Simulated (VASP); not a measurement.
Write the native input for VASP 6.6.1 that does the following.

* Task: single point
* Functional: PBE
* Potentials or basis: VASP PAW PBE potentials, release 64 (Pb_d)
* Cutoff: 520 eV
* k mesh: 9 × 9 × 1
* Occupations: fermi-dirac, width 0.05 eV
* Spin: no spin polarisation
* Dipole correction: no
* Further INCAR settings: ALGO = Normal; EDIFF = 1e-07; NBANDS = 36

The structure of Pb lies in POSCAR:

```
Pb
1.0
    3.4928246563      0.0000000000      0.0000000000
   -1.7464123282      3.0248748834      0.0000000000
    0.0000000000      0.0000000000     23.5556381691
Pb
4
Direct
    0.6666666667      0.3333333333      0.3183951097
    0.3333333333      0.6666666667      0.4394650366
    0.0000000000      0.0000000000      0.5605349634
    0.6666666667      0.3333333333      0.6816048903
```

The input as run:

INCAR

```
SYSTEM = Pb
PREC = Accurate ; ENCUT = 520
EDIFF = 1E-7 ; ISMEAR = -1
SIGMA = 0.05 ; LREAL = .False.
LASPH = .True. ; NELM = 100
ALGO = Normal ; ISIF = 2
LWAVE = .False. ; LCHARG = .True.
GGA = PE ; LELF = .True.
LVHAR = .True. ; NBANDS = 36
```

KPOINTS

```
Automatic mesh
0
Gamma
  9 9 1
  0 0 0
```

Potentials or basis: VASP PAW PBE potentials, release 64 (Pb_d).

The run is started by

```console
$ cat potpaw_PBE.64/Pb_d/POTCAR > POTCAR
$ mpirun -np 1 vasp_std > vasp.out
```

Results of the run:

| Property | Result |
| --- | --- |
| Largest force | 0.307 eV/Å |
| Band gap on the k mesh | zero (band 28 reaches 4.74 eV, above the bottom of band 29 at 0.21 eV) |

Caveat: spin-orbit coupling is left out, which moves the levels of the heavy elements.

It took 3 min on 1 thread of Intel(R) Xeon(R) Platinum 8375C CPU @ 2.90GHz (Ice Lake), with other jobs on the host, peak memory 0.38 GiB.
